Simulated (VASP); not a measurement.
Crystal: BaTiO3.

```xyz
5
Lattice="3.9998 0.0000 0.0000 0.0000 3.9998 0.0000 0.0000 0.0000 4.0180" Properties=species:S:1:pos:R:3 pbc="T T T"
Ba    0.0000    0.0000    0.0000
Ti    1.9999    1.9999    1.9688
O     1.9999    1.9999    0.0763
O     1.9999    0.0000    2.0773
O     0.0000    1.9999    2.0773
```

Base run:

| Item | Value |
| --- | --- |
| Program | VASP 6.6.1 |
| Functional | PBE |
| Potentials or basis | VASP PAW PBE potentials, release 64 (Ba_sv, Ti_sv, O) |
| Cutoff | 520 eV |
| k mesh | 6 × 6 × 6 |
| Occupations | gaussian, width 0.01 eV |
| Spin | no spin polarisation |

Its results: band gap on the k mesh 1.77 eV (least direct gap 2.06 eV); pressure 4.2 GPa; largest force 0.275 eV/Å.

Problem. The run is repeated on the same cell with these changes: further incar settings from ALGO = Normal; EDIFF = 1e-06; NBANDS = 28 to ALGO = Normal; EDIFF = 1e-07; NBANDS = 28; hubbard terms from none to Ti d U = 4.0 eV. What comes out?

Solution. Band gap on the k mesh 2.25 eV (least direct gap 2.56 eV); pressure 7.5 GPa; largest force 0.471 eV/Å.

Caveats: the cell stands under pressure; spin-orbit coupling is left out, which moves the levels of the heavy elements.

A k mesh can miss the band edges.
